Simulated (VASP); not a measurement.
Write the native input for VASP 6.6.1 that does the following.

```yaml
Task: single point
Functional: BLYP
Potentials_or_basis: VASP PAW PBE potentials, release 64 (Bi_d)
Cutoff: 520 eV
k_mesh: 9 × 9 × 9
Occupations: fermi-dirac, width 0.05 eV
Spin: no spin polarisation
Dipole_correction: no
Further_INCAR_settings: ALGO = Fast; EDIFF = 1e-06; NBANDS = 14
```

The structure of Bi lies in POSCAR:

```
Bi
1.0
   -1.9409818243      1.9409818243      1.9409818243
    1.9409818243     -1.9409818243      1.9409818243
    1.9409818243      1.9409818243     -1.9409818243
Bi
1
Direct
    0.0000000000      0.0000000000      0.0000000000
```

One way to write it, as run:

INCAR

```
SYSTEM = Bi
PREC = Accurate
ENCUT = 520
EDIFF = 1E-6
ISMEAR = -1
SIGMA = 0.05
LREAL = .FALSE.
LASPH = .TRUE.
NELM = 80
ALGO = Fast
ISIF = 2
LWAVE = .FALSE.
LCHARG = .TRUE.
GGA = B5
ALDAX = 1.0
AGGAX = 1.0
AGGAC = 1.0
ALDAC = 0.0
LELF = .TRUE.
LVHAR = .TRUE.
NBANDS = 14
```

KPOINTS

```
regular mesh
0
G
  9 9 9
  0 0 0
```

Potentials or basis: VASP PAW PBE potentials, release 64 (Bi_d).

Command:

```bash
$ cat potpaw_PBE.64/Bi_d/POTCAR > POTCAR
$ mpirun -np 1 vasp_std > vasp.out
```

It gave:

```json
{
 "Pressure": "9.8 GPa"
}
```

Caveat: the PAW data sets were made with another functional, which shifts forces and pressure a little.

Run time: 20 s on 1 thread of AMD EPYC 9R45 96-Core Processor (Zen 5), with other jobs on the host, peak memory 0.12 GiB.
